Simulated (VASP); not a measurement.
Write the native input for VASP 6.6.1 that does the following.

```yaml
Task: relaxation of cell and atoms
Functional: PBE
Potentials_or_basis: VASP PAW PBE potentials, release 64 (Ca_sv, O)
Cutoff: 600 eV
k_mesh: 6 × 6 × 6
Occupations: gaussian, width 0.1 eV
Spin: collinear spin, ferromagnetic start
Starting_moments: "[0.0, 1.46, 1.46, 1.46] μB"
Dipole_correction: no
Further_INCAR_settings: ALGO = Normal; EDIFF = 1e-06; IBRION = 2; EDIFFG = -0.04; NSW = 90; ISIF = 3
```

The structure of CaO3 lies in POSCAR:

```
CaO3
1.0
    3.6767037745      0.0000000000      0.0000000000
    0.0000000000      3.6767037745      0.0000000000
    0.0000000000      0.0000000000      3.6767037745
Ca O
1 3
Direct
    0.0000000000      0.0000000000      0.0000000000
    0.0000000000      0.5000000000      0.5000000000
    0.5000000000      0.0000000000      0.5000000000
    0.5000000000      0.5000000000      0.0000000000
```

These files were run (other wordings do the same):

INCAR

```
PREC = Accurate
ENCUT = 600
EDIFF = 1E-6
ISMEAR = 0
SIGMA = 0.1
LREAL = False
LASPH = True
NELM = 150
ALGO = Normal
ISIF = 3
LWAVE = False
LCHARG = False
ISPIN = 2
MAGMOM = 0 1.46 1.46 1.46
LORBIT = 11
GGA = PE
IBRION = 2
NSW = 90
EDIFFG = -0.04
```

KPOINTS

```
regular mesh
0
Gamma
  6 6 6
```

Potentials or basis: VASP PAW PBE potentials, release 64 (Ca_sv, O).

The run is started by

```sh
$ cat potpaw_PBE.64/Ca_sv/POTCAR potpaw_PBE.64/O/POTCAR > POTCAR
$ mpirun -np 1 vasp_std > vasp.out
```

It gave:

```
Relaxed volume                                        : 11.65 Å³/atom
Relaxed cell                                          : a = 3.598 Å, b = 3.598 Å, c = 3.598 Å, α = 90.00°, β = 90.00°, γ = 90.00°
Space group after relaxing (to 0.1 Å)                 : Pm-3m (No. 221)
Energy gained by relaxing                             : 12.4 meV/atom
Ionic steps                                           : 3
Pressure after relaxing                               : 0.0 GPa
Band gap on the k mesh                                : zero (filled and empty bands overlap)
Net moment                                            : 4.00 μB per cell
Site moments                                          : Ca -0.03; O +1.15 μB
Valence electrons inside the program's atomic spheres : Ca 8.12; O 4.74
```

Wall time 67 s on 1 thread of Oxide Virtual Turin-like Processor (shared host), peak memory 0.18 GiB.
